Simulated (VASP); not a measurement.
The system is Fe.

```xyz
2
Lattice="0.0000 1.7845 1.7845 3.5690 0.0000 3.5690 1.7845 1.7845 0.0000" Properties=species:S:1:pos:R:3 pbc="T T T"
Fe    0.0000    0.0000    0.0000
Fe    1.7845    0.0000    1.7845
```

This isn't the form of Fe at room conditions, which is bcc.

Base run:

* Program: VASP 6.6.1
* Functional: r2SCAN
* Potentials or basis: VASP PAW PBE potentials, release 64 (Fe)
* Cutoff: 520 eV
* k mesh: 12 × 6 × 12
* Occupations: fermi-dirac, width 0.1 eV
* Spin: collinear spin, antiferromagnetic start
* Starting moments: [4.0, -4.0] μB

Its results: band gap on the k mesh zero (filled and empty bands overlap); pressure 3.2 GPa.

Q: The run is repeated on the same cell with these changes: spin from collinear spin, antiferromagnetic start to no spin polarisation; further incar settings from ALGO = Normal; EDIFF = 1e-06; NBANDS = 19 to ALGO = Normal; EDIFF = 1e-06; NBANDS = 15. What comes out?

A: Band gap on the k mesh zero (bands 8 and 9 overlap by 1.50 eV); pressure -30.6 GPa.

Caveats: the PAW data sets were made with another functional, which shifts forces and pressure a little; the cell stands under pressure (at least some runs); the antiferromagnetic order is the one typed at the start, and another may lie lower (at least some runs); the cell stands under tension (at least some runs).
